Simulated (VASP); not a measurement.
Wanted: the native input for a VASP 6.6.1 run.

```
Task                   : single point
Functional             : LDA
Potentials or basis    : VASP PAW LDA potentials, release 64 (Y_sv, In_d)
Cutoff                 : 520 eV
k mesh                 : 6 × 6 × 6
Occupations            : fermi-dirac, width 0.1 eV
Spin                   : no spin polarisation
Dipole correction      : no
Further INCAR settings : ALGO = Normal; EDIFF = 1e-06; NBANDS = 19
```

The structure of YIn lies in POSCAR:

```
YIn
1.0
    3.8100000000      0.0000000000      0.0000000000
    0.0000000000      3.8100000000      0.0000000000
    0.0000000000      0.0000000000      3.8100000000
Y In
1 1
Direct
    0.5000000000      0.5000000000      0.5000000000
    0.0000000000      0.0000000000      0.0000000000
```

One way to write it, as run:

INCAR

```
SYSTEM = YIn
  PREC = Accurate
  ENCUT = 520
  EDIFF = 1E-6
  ISMEAR = -1
  SIGMA = 0.1
  LREAL = .FALSE.
  LASPH = .TRUE.
  NELM = 100
  ALGO = Normal
  ISIF = 2
  LWAVE = .FALSE.
  LCHARG = .TRUE.
  GGA = CA
  LELF = .TRUE.
  LVHAR = .TRUE.
  NBANDS = 19
```

KPOINTS

```
regular mesh
0
G
  6 6 6
  0 0 0
```

Potentials or basis: VASP PAW LDA potentials, release 64 (Y_sv, In_d).

Run with:

```bash
$ cat potpaw_LDA.64/Y_sv/POTCAR potpaw_LDA.64/In_d/POTCAR > POTCAR
$ mpirun -np 1 vasp_std > vasp.out
```

It gave:

```
Pressure               : -6.3 GPa
Band gap on the k mesh : zero (bands 12 and 13 overlap by 2.50 eV)
```

Caveat: the cell stands under tension; spin-orbit coupling is left out, which moves the levels of the heavy elements.

It took 15 s on 1 thread of Intel(R) Xeon(R) Platinum 8488C (Sapphire Rapids), with other jobs on the host, peak memory 0.16 GiB.
